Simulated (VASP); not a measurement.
# Pd: single point with PBE

Pd:

```xyz
1
Lattice="0.0000 1.9711 1.9711 1.9711 0.0000 1.9711 1.9711 1.9711 0.0000" Properties=species:S:1:pos:R:3 pbc="T T T"
Pd    0.0000    0.0000    0.0000
```

```
Program                : VASP 6.6.1
Task                   : single point
Functional             : PBE
Potentials or basis    : VASP PAW PBE potentials, release 64 (Pd)
Cutoff                 : 520 eV
k mesh                 : 24 × 24 × 24
Occupations            : fermi-dirac, width 0.0612256 eV
Spin                   : no spin polarisation
Dipole correction      : no
Further INCAR settings : ALGO = Normal; EDIFF = 1e-06; NBANDS = 11
```

```json
{
 "Pressure": "-0.1 GPa",
 "Band gap on the k mesh": "zero (bands 5 and 6 overlap by 1.49 eV)"
}
```

Levels at points of the mesh, in eV from the Fermi level:
```
           k point  band 1  band 2  band 3  band 4  band 5  band 6  band 7  band 8  band 9  band 10
(0.00, 0.00, 0.00)   -6.86   -2.68   -2.68   -2.68   -1.17   -1.17   17.16   21.72   21.72    21.72
(0.50, 0.00, 0.00)   -5.02   -2.72   -2.72   -0.04   -0.04    1.09    7.02   16.50   20.72    20.72
(0.50, 0.50, 0.00)   -5.09   -4.82   -0.07    0.26    0.26    3.34   10.38   12.99   12.99    21.01
```

It took 72 s on 1 thread of Intel Xeon 8259CL, with other jobs on the host, peak memory 0.2 GiB.
